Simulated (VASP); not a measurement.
# WC (Qusongite) (P1) in VASP: notebook

Runs on WC (Qusongite). Level: PBE. Tasks: single point.

Everything below comes from runs of VASP 6.6.1. Logs are shortened: lines on timing, memory, paths and dates and some standing lists are left out, and cuts for length are marked.

### 1 The cell of the first run

The typed cell holds 2 atoms: a = 2.818 Å, b = 2.949 Å, c = 2.955 Å, α = 92.20°, β = 88.44°, γ = 118.54°.

### 2 Single point, PBE

INCAR

```
SYSTEM = WC
ALGO     = Normal         ! electronic algorithm
EDIFF    = 1E-6           ! SCF threshold, eV
ENCUT    = 520            ! plane-wave cutoff, eV
GGA      = PE             ! functional
ISIF     = 2              ! what is computed and relaxed
ISMEAR   = -1             ! smearing method
LASPH    = .True.         ! aspherical terms in the spheres
LCHARG   = .True.         ! write CHGCAR
LELF     = .True.         ! ELF
LREAL    = .False.        ! projectors in reciprocal space
LVHAR    = .True.       
LWAVE    = .False.        ! write WAVECAR
NBANDS   = 16             ! bands
NELM     = 60             ! most SCF steps
PREC     = Accurate       ! precision mode
SIGMA    = 0.1            ! smearing width, eV
```

KPOINTS

```
k-points
0
Gamma
  8 8 7
  0 0 0
```

POSCAR

```
WC
1.0
    2.8177400000      0.0002800000      0.0398600000
   -1.4086300000      2.5900600000     -0.0575100000
    0.0389000000     -0.0423500000      2.9543600000
W C
1 1
Direct
    0.0076081349      0.0134192618     -0.0063923259
    0.6785300000      0.3358700000      0.4501900000
```

Potentials or basis: VASP PAW PBE potentials, release 64 (W_sv, C).

Command:

```console
$ cat potpaw_PBE.64/W_sv/POTCAR potpaw_PBE.64/C/POTCAR > POTCAR
$ mpirun -np 1 vasp_std > vasp.out
```

OUTCAR:

```text
SYSTEM = WC
   EDIFF = 1E-6
   ENCUT = 520
   GGA = PE
   ISIF = 2
   ISMEAR = -1
   LASPH = .True.
   LREAL = .False.
   NELM = 60
   PREC = Accurate

 ion  position               nearest neighbor table
   1  0.008  0.013  0.994-   2 2.06   2 2.15   2 2.25   2 2.30   2 2.32   2 2.34
   2  0.679  0.336  0.450-   1 2.06   1 2.15   1 2.25   1 2.30   1 2.32   1 2.34

  LATTYP: Found a triclinic cell.
 ALAT       =     6.5026606618
 B/A-ratio  =     0.6380289245
 C/A-ratio  =     1.4579289793
 COS(alpha) =     0.0067254154
 COS(beta)  =     0.5965852290
 COS(gamma) =     0.8021071331

  Lattice vectors:

 A1 = (   1.3308300000,  -2.5053600000,  -5.8512100000)
 A2 = (  -1.4480100000,  -2.5479900000,  -2.9367100000)
 A3 = (   6.9667900000,   2.6756000000,  -5.8466500000)

Analysis of symmetry for initial positions (statically):
=====================================================================
 Subroutine PRICEL returns:
 Original cell was already a primitive cell.

 Routine SETGRP: Setting up the symmetry group for a
 triclinic supercell.

 Subroutine GETGRP returns: Found  1 space group operations
 (whereof  1 operations were pure point group operations)
 out of a pool of  2 trial point group operations.

The static configuration has the point symmetry C_1 .

Analysis of symmetry for dynamics (positions and initial velocities):
=====================================================================
 Subroutine PRICEL returns:
 Original cell was already a primitive cell.

 Routine SETGRP: Setting up the symmetry group for a
 triclinic supercell.

 Subroutine GETGRP returns: Found  1 space group operations
 (whereof  1 operations were pure point group operations)
 out of a pool of  2 trial point group operations.

The dynamic configuration has the point symmetry C_1 .

 Subroutine INISYM returns: Found  1 space group operations
 (whereof  1 operations are pure point group operations),
 and found     1 'primitive' translations

----------------------------------------------------------------------------------------

                                     Primitive cell

  volume of cell :      21.5539

  direct lattice vectors                    reciprocal lattice vectors
     2.817740000  0.000280000  0.039860000     0.354902145  0.192974739 -0.001906746
    -1.408630000  2.590060000 -0.057510000    -0.000116698  0.386150917  0.005536912
     0.038900000 -0.042350000  2.954360000    -0.004790584  0.004913269  0.338616293

  length of vectors
     2.818021931  2.948890754  2.954919583     0.403978239  0.386190629  0.338685818

  position of ions in fractional coordinates (direct lattice)
     0.007608135  0.013419262  0.993607674
     0.678530000  0.335870000  0.450190000

  ion indices of the primitive-cell ions
   primitive index   ion index
                 1           1
                 2           2

----------------------------------------------------------------------------------------

 KPOINTS: k-points

Automatic generation of k-mesh.
 Grid dimensions read from file:
 generate k-points for:    8    8    7

 Generating k-lattice:

  Cartesian coordinates                     Fractional coordinates (reciprocal lattice)
     0.044362768  0.024121842 -0.000238343     0.125000000 -0.000000000  0.000000000
    -0.000014587  0.048268865  0.000692114     0.000000000  0.125000000  0.000000000
    -0.000684369  0.000701896  0.048373756     0.000000000 -0.000000000  0.142857143

  Length of vectors
     0.050497280  0.048273829  0.048383688

  Shift w.r.t. Gamma in fractional coordinates (k-lattice)
     0.000000000  0.000000000  0.000000000

 Subroutine IBZKPT returns following result:
 ===========================================

 Found    226 irreducible k-points:

 Following reciprocal coordinates:
            Coordinates               Weight
  0.000000  0.000000  0.000000      1.000000
  0.125000 -0.000000  0.000000      2.000000
  0.250000 -0.000000  0.000000      2.000000
  0.375000 -0.000000  0.000000      2.000000
  0.500000 -0.000000  0.000000      1.000000
 -0.000000  0.125000  0.000000      2.000000
[... 16 lines left out ...]
  0.125000  0.375000  0.000000      2.000000
  0.250000  0.375000  0.000000      2.000000
 [... further k-points ...]
   k-points           NKPTS =    226   k-points in BZ     NKDIM =    226   number of bands    NBANDS=     16
   number of dos      NEDOS =    301   number of ions     NIONS =      2
   total plane-waves  NPLWV =  13824
   dimension x,y,z NGX =    24 NGY =   24 NGZ =   24
   dimension x,y,z NGXF=    48 NGYF=   48 NGZF=   48
   ions per type =               1   1
   NGX,Y,Z   is equivalent  to a cutoff of  14.16, 13.53, 13.50 a.u.
   NGXF,Y,Z  is equivalent  to a cutoff of  28.32, 27.06, 27.01 a.u.
 SYSTEM =  WC
   PREC   = accura    normal or accurate (medium, high low for compatibility)
   ISTART =      0    job   : 0-new  1-cont  2-samecut
   ICHARG =      2    charge: 1-file 2-atom 10-const
   ISPIN  =      1    spin polarized calculation?
   LNONCOLLINEAR =      F non collinear calculations
   LSORBIT =      F    spin-orbit coupling
   LASPH  =      T    aspherical Exc in radial PAW
   ENCUT  =  520.0 eV  38.22 Ry    6.18 a.u.   5.24  5.48  5.49*2*pi/ulx,y,z
   NELM   =     60;   NELMIN=  2; NELMDL= -5     # of ELM steps
   EDIFF  = 0.1E-05   stopping-criterion for ELM
   LREAL  =      F    real-space projection
   EDIFFG = 0.1E-04   stopping-criterion for IOM
   NSW    =      0    number of steps for IOM
   IBRION =     -1    ionic relax: 0-MD 1-quasi-New 2-CG
   NFREE  =      0    steps in history (QN), initial steepest desc. (CG)
   ISIF   =      2    stress and relaxation
   ISYM   =      2    0-nonsym 1-usesym 2-fastsym
   POTIM  = 0.5000    time-step for ionic-motion
   TEBEG  =    0.0;   TEEND  =   0.0 temperature during run
   PSTRESS=    0.0 pullay stress
   NELECT =      18.0000    total number of electrons
   NUPDOWN=      -1.0000    fix difference up-down
   EMIN   =  10.00;   EMAX   =-10.00  energy-range for DOS
   EFERMI =   0.00;   METHOD = LEGACY
   ISMEAR =    -1;   SIGMA  =   0.10  broadening in eV -4-tet -1-fermi 0-gaus
   EFERMI_NEDOS =   21; number of points for ismear=-14 and -15
   IALGO  =     38    algorithm
   IMIX   =      4    mixing-type and parameters
     AMIX     =   0.40;   BMIX     =  1.00
     AMIX_MAG =   1.60;   BMIX_MAG =  1.00
  volume/ion in A,a.u.               =      10.78        72.73
  Fermi-wavevector in a.u.,A,eV,Ry     =   1.541666  2.913326 32.337418  2.376733
  Thomas-Fermi vector in A             =   2.647579
   LORBIT       =      0    0 simple, 1 ext, 2 COOP (PROOUT), +10 PAW based schemes
   GGA     = PE    functional components
   LHFCALC =     F    Hartree Fock is set to
   AEXX    =    0.0000 exact exchange contribution
   IVDW    =     0    specifies the selected vdW correction
   LEPSILON=     F    determine dielectric tensor
   LRPA    =     F    only Hartree local field effects (RPA)
 non-spin polarized calculation
  energy-cutoff  :      520.00
  volume of cell :       21.55
 maximum number of plane-waves:       593
 NGX is ok and might be reduce to    24
   NGX = 11   NGY = 11   NGZ = 11

 number of electron      18.0000000 magnetization

 Free energy of the ion-electron system (eV)
  ---------------------------------------------------
  ext. energy  EPLUGINS =         0.00000000
  ---------------------------------------------------
  free energy    TOTEN  =       -22.17161683 eV

  energy without entropy =      -22.16397435  energy(sigma->0) =      -22.16779559

 E-fermi :  10.6112     XC(G=0): -13.5825

 val. band max:       10.5956759842   @ k =   0.0000  -0.0000   0.1429
 cond. band min:      10.6651007603   @ k =   0.5000   0.5000   0.4286
 fundamental gap:      0.0694247762
 Fermi energy:        10.6111602370

 k-point     1 :       0.0000    0.0000    0.0000
  band No.  band energies     occupation
      1     -63.5049      2.00000
      2     -27.5753      2.00000
      3     -27.4201      2.00000
      4     -27.2870      2.00000
      5      -3.5912      2.00000
      6       6.1347      2.00000
[... 8 lines left out ...]
     15      23.9710      0.00000
     16      26.5994      0.00000

 k-point     2 :       0.1250   -0.0000    0.0000
  band No.  band energies     occupation
      1     -63.4952      2.00000
      2     -27.5583      2.00000
      3     -27.4753      2.00000
      4     -27.3957      2.00000
      5      -3.1841      2.00000
      6       6.2720      2.00000
[... 8 lines left out ...]
     15      23.7976      0.00000
     16      27.3551      0.00000

 k-point     3 :       0.2500   -0.0000    0.0000
  band No.  band energies     occupation
      1     -63.4717      2.00000
      2     -27.7618      2.00000
      3     -27.5194      2.00000
      4     -27.4916      2.00000
      5      -2.1211      2.00000
      6       5.3384      2.00000
[... 8 lines left out ...]
     15      24.4686      0.00000
     16      27.7778      0.00000

 k-point     4 :       0.3750   -0.0000    0.0000
  band No.  band energies     occupation
      1     -63.4482      2.00000
      2     -28.0632      2.00000
      3     -27.5722      2.00000
      4     -27.4660      2.00000
      5      -0.8508      2.00000
      6       4.2645      2.00000
[... 8 lines left out ...]
     15      24.8231      0.00000
     16      27.0387      0.00000
[... 324 lines left out ...]
 k-point    22 :       0.0000    0.3750    0.0000
  band No.  band energies     occupation
      1     -63.4644      2.00000
      2     -28.0359      2.00000
      3     -27.4930      2.00000
      4     -27.4089      2.00000
      5      -1.1152      2.00000
      6       4.1785      2.00000
[... 8 lines left out ...]
     15      24.3441      0.00000
     16      26.1791      0.00000

 k-point    23 :       0.1250    0.3750    0.0000
  band No.  band energies     occupation
      1     -63.4546      2.00000
      2     -28.0754      2.00000
      3     -27.5295      2.00000
      4     -27.4743      2.00000
      5      -0.4498      2.00000
      6       3.9664      2.00000
[... 8 lines left out ...]
     15      23.9967      0.00000
     16      26.8829      0.00000

 k-point    24 :       0.2500    0.3750    0.0000
  band No.  band energies     occupation
      1     -63.4429      2.00000
      2     -27.9972      2.00000
      3     -27.7812      2.00000
      4     -27.4538      2.00000
      5       0.2076      2.00000
      6       4.2310      2.00000
[... 8 lines left out ...]
     15      24.5431      0.00000
     16      27.2572      0.00000

 [... further k-points ...]

------------------------ aborting loop because EDIFF is reached ----------------------------------------

  FORCE on cell =-STRESS in cart. coord.  units (eV):
  Direction    XX          YY          ZZ          XY          YZ          ZX
  --------------------------------------------------------------------------------------
  -------------------------------------------------------------------------------------
  Total        3.1187896     -1.5870390     -2.8849324     -0.3640153      1.4830720     -1.2884856
  in kB      231.8303537   -117.9700675   -214.4469446    -27.0585098    110.2418431    -95.7775684
  external PRESSURE =     -33.5288861 kB  Pullay stress =       0.0000000 kB

 VOLUME and BASIS-vectors are now :
 -----------------------------------------------------------------------------
  energy-cutoff  :      520.00
  volume of cell :       21.55
      direct lattice vectors                 reciprocal lattice vectors
     2.817740000  0.000280000  0.039860000     0.354902145  0.192974739 -0.001906746
    -1.408630000  2.590060000 -0.057510000    -0.000116698  0.386150917  0.005536912
     0.038900000 -0.042350000  2.954360000    -0.004790584  0.004913269  0.338616293

 POSITION                                       TOTAL-FORCE (eV/Angst)
 -----------------------------------------------------------------------------------
      0.04119     -0.00732      2.93501         0.701408     -0.758998     -1.519612
      1.45632      0.85105      1.33775        -0.701408      0.758998      1.519612
 -----------------------------------------------------------------------------------
    total drift:                               -0.000045      0.000004      0.000640

  FREE ENERGIE OF THE ION-ELECTRON SYSTEM (eV)
  ---------------------------------------------------
  free  energy   TOTEN  =       -22.1716168325 eV

  energy  without entropy=      -22.1639743523  energy(sigma->0) =      -22.16779559
```

Wall time 43 s (1 thread of Intel Xeon Platinum 8259CL at 2.50GHz (Skylake/Cascade Lake), shared host); peak memory 0.2 GiB.

What came out:

* Free energy: -22.1716 eV
* Pressure: -3.4 GPa
* Largest force: 1.838 eV/Å
* Band gap on the k mesh: zero (band 9 reaches 10.87 eV, above the bottom of band 10 at 10.39 eV)

Forces on the atoms (eV/Å):
```
W    0.701 -0.759 -1.520
C   -0.701  0.759  1.520
```

Stress tensor (GPa, compression positive):
```
 23.18  -2.71  -9.58
 -2.71 -11.80  11.02
 -9.58  11.02 -21.44
```

Caveat: spin-orbit coupling is left out, which moves the levels of the heavy elements; forces of over 1 eV/Å act on the atoms, so gaps and moduli don't describe the material at rest.

### 3 Single point, PBE

This run uses another cell than the first one, of 10.83 Å³/atom, 1.005 times its volume.

INCAR

```
SYSTEM = WC
PREC = Accurate ; ENCUT = 520
EDIFF = 1E-7 ; ISMEAR = -1
SIGMA = 0.1 ; LREAL = .FALSE.
LASPH = .TRUE. ; NELM = 100
ALGO = Normal ; ISIF = 2
LWAVE = .FALSE. ; LCHARG = .FALSE.
GGA = PE ; NBANDS = 16
```

KPOINTS

```
Automatic mesh
0
G
  8 8 7
  0 0 0
```

POSCAR

```
WC
1.0
    2.8224284279      0.0002804659      0.0399263229
   -1.4109738146      2.5943695920     -0.0576056907
    0.0389647256     -0.0424204660      2.9592757495
W C
1 1
Direct
    0.0075700000      0.0135300000      0.0003800000
    0.6785300000      0.3358700000      0.4501900000
```

Potentials or basis: VASP PAW PBE potentials, release 64 (W_sv, C).

Command:

```console
$ cat potpaw_PBE.64/W_sv/POTCAR potpaw_PBE.64/C/POTCAR > POTCAR
$ mpirun -np 1 vasp_std > vasp.out
```

It took 46 s on 1 thread of Intel Xeon Platinum 8259CL at 2.50GHz (Skylake/Cascade Lake), shared host; peak memory 0.2 GiB.

Results (log left out):

```
Free energy            : -22.1367 eV
Pressure               : -4.0 GPa
Largest force          : 2.045 eV/Å
Band gap on the k mesh : zero (band 9 reaches 10.80 eV, above the bottom of band 10 at 10.33 eV)
```

Forces on the atoms (eV/Å):
```
W    0.737 -0.797 -1.733
C   -0.737  0.797  1.733
```

Stress tensor (GPa, compression positive):
```
 22.26  -2.94  -9.61
 -2.94 -12.73  11.39
 -9.61  11.39 -21.43
```

Levels at points of the mesh, in eV from the Fermi level:
| k point | band 6 | band 7 | band 8 | band 9 | band 10 | band 11 | band 12 | band 13 |
| --- | --- | --- | --- | --- | --- | --- | --- | --- |
| (0.00, 0.00, 0.00) | -4.51 | -3.59 | -2.58 | -0.04 | 2.63 | 2.90 | 5.20 | 5.71 |
| (0.50, 0.00, 0.00) | -6.76 | -3.98 | -3.24 | -0.70 | 2.08 | 4.19 | 5.22 | 5.77 |
| (0.00, 0.50, 0.00) | -6.88 | -4.19 | -3.17 | -0.31 | 2.65 | 4.51 | 4.90 | 5.86 |
| (0.50, 0.50, 0.00) | -6.85 | -3.92 | -3.40 | -0.63 | 2.12 | 4.10 | 5.18 | 5.64 |

Caveat: spin-orbit coupling is left out, which moves the levels of the heavy elements; forces of over 1 eV/Å act on the atoms, so gaps and moduli don't describe the material at rest.
